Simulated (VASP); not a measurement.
Write the native input for VASP 6.6.1 that does the following.

| Quantity | Value |
| --- | --- |
| Task | single point |
| Functional | PBE |
| Potentials or basis | VASP PAW PBE potentials, release 64 (Al, As) |
| Cutoff | 520 eV |
| k mesh | 3 × 3 × 3 |
| Occupations | gaussian, width 0.01 eV |
| Spin | no spin polarisation |
| Dipole correction | no |
| Further INCAR settings | LREAL = Auto; ALGO = Normal; EDIFF = 1e-07; NBANDS = 86 |

The structure of AlAs lies in POSCAR:

```
AlAs
1.0
   -5.7279123196      5.7279123196     -5.7279123196
   -5.7279123196     -5.7279123196      5.7279123196
    5.7279123196      5.7279123196      5.7279123196
Al As
16 16
Direct
    0.7500000000      0.7500000000      0.5000000000
    0.5000000000      0.0000000000      0.5000000000
    0.5000000000      0.7500000000      0.7500000000
    0.2500000000      0.2500000000      0.5000000000
    0.2500000000      0.0000000000      0.7500000000
    0.2500000000      0.7500000000      0.0000000000
    0.0000000000      0.5000000000      0.5000000000
    0.0000000000      0.2500000000      0.7500000000
    0.0000000000      0.0000000000      0.0000000000
    0.0000000000      0.7500000000      0.2500000000
    0.7500000000      0.5000000000      0.7500000000
    0.7500000000      0.2500000000      0.0000000000
    0.7500000000      0.0000000000      0.2500000000
    0.5000000000      0.5000000000      0.0000000000
    0.5000000000      0.2500000000      0.2500000000
    0.2500000000      0.5000000000      0.2500000000
    0.0000000000      0.0000000000      0.7500000000
    0.7500000000      0.2500000000      0.7500000000
    0.7500000000      0.0000000000      0.0000000000
    0.5000000000      0.5000000000      0.7500000000
    0.5000000000      0.2500000000      0.0000000000
    0.5000000000      0.0000000000      0.2500000000
    0.2500000000      0.7500000000      0.7500000000
    0.2500000000      0.5000000000      0.0000000000
    0.2500000000      0.2500000000      0.2500000000
    0.2500000000      0.0000000000      0.5000000000
    0.0000000000      0.7500000000      0.0000000000
    0.0000000000      0.5000000000      0.2500000000
    0.0000000000      0.2500000000      0.5000000000
    0.7500000000      0.7500000000      0.2500000000
    0.7500000000      0.5000000000      0.5000000000
    0.5000000000      0.7500000000      0.5000000000
```

These files were run (other wordings do the same):

INCAR

```
SYSTEM = AlAs
PREC = Accurate ; ENCUT = 520
EDIFF = 1E-7 ; ISMEAR = 0
SIGMA = 0.01 ; LREAL = Auto
LASPH = .TRUE. ; NELM = 100
ALGO = Normal ; ISIF = 2
LWAVE = .FALSE. ; LCHARG = .FALSE.
GGA = PE ; NBANDS = 86
```

KPOINTS

```
Automatic mesh
0
G
  3 3 3
  0 0 0
```

Potentials or basis: VASP PAW PBE potentials, release 64 (Al, As).

Run with:

```bash
$ cat potpaw_PBE.64/Al/POTCAR potpaw_PBE.64/As/POTCAR > POTCAR
$ mpirun -np 1 vasp_std > vasp.out
```

It gave:

The pressure is 0.2 GPa. The band gap on the k mesh is 1.50 eV.

Run time: 5.5 min on 1 thread of Intel(R) Xeon(R) 6975P-C (Granite Rapids), on a shared host, peak memory 0.97 GiB.
